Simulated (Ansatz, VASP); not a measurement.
# One calculation of Be2C, two programs

```
Be C
1.0
     0.00000    2.16500    2.16500
     2.16500    0.00000    2.16500
     2.16500    2.16500    0.00000
Be C
2 1
Direct
  0.25000 0.25000 0.25000
  0.75000 0.75000 0.75000
  0.00000 0.00000 0.00000
```

Alike in both runs: task single point; functional PBE; k mesh 4 × 4 × 4; no spin polarisation.

```csv
,VASP,Ansatz
version,VASP 6.6.1,Ansatz 0.2.0
potentials or method,"VASP PAW PBE potentials, release 64 (Be, C)","plane waves, norm-conserving potentials"
plane-wave cutoff (eV),600,1800
occupations,"gaussian, width 0.01 eV",fixed
valence electrons in the cell,8,12
```

|  | VASP | Ansatz | Ansatz less VASP |
| --- | --- | --- | --- |
| gap on the k mesh at the Fermi level (eV) | 1.13 | 1.14 | +0.007 |

VASP's potentials hold 8 valence electrons a cell and Ansatz's 12, so a difference there can come from the potentials and not from the codes.

The k mesh is coarse, so the values compare programs but aren't converged.
